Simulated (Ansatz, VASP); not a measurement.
Two plane-wave programs on Al

```
CELL_PARAMETERS angstrom
2.81442 0.00000 0.00000
-1.40721 2.43736 0.00000
0.00000 0.00000 9.24105
ATOMIC_POSITIONS crystal
Al 0.78433 0.00000 0.00000
Al 0.33333 0.66667 0.25000
Al 0.21567 0.00000 0.50000
Al 0.66667 0.33333 0.75000
```

Change from the starting cell: mode 4 frozen in at -0.607 Å and mode 5 at +0.000 Å (largest displacements).

Alike in both runs: task single point; functional PBE; dispersion D3(BJ); k mesh 18 × 18 × 4; occupations gaussian, width 0.15 eV; no spin polarisation.

|  | VASP | Ansatz |
| --- | --- | --- |
| version | VASP 6.6.1 | Ansatz 0.2.0 |
| potentials or method | VASP PAW PBE potentials, release 64 (Al), cutoff 520 eV | scalar-relativistic, plane waves, PAW |
| valence electrons in the cell | 12 | 12 |

|  | VASP | Ansatz | Ansatz less VASP |
| --- | --- | --- | --- |
| gap on the k mesh at the Fermi level (eV) | none | none | - |
| pressure (GPa) | 3.0 | 3.0 | 0.00 |
| traceless stress, the component that is largest in VASP (GPa) | 4.89 | 4.88 | -0.004 |
| rms of the force components (eV/Å) | 0.284 | 0.284 | +0.0001 |

Atom by atom the forces differ by 0.000 eV/Å (rms over components). A gap of «none» marks a metal or a gap that the smearing closes.
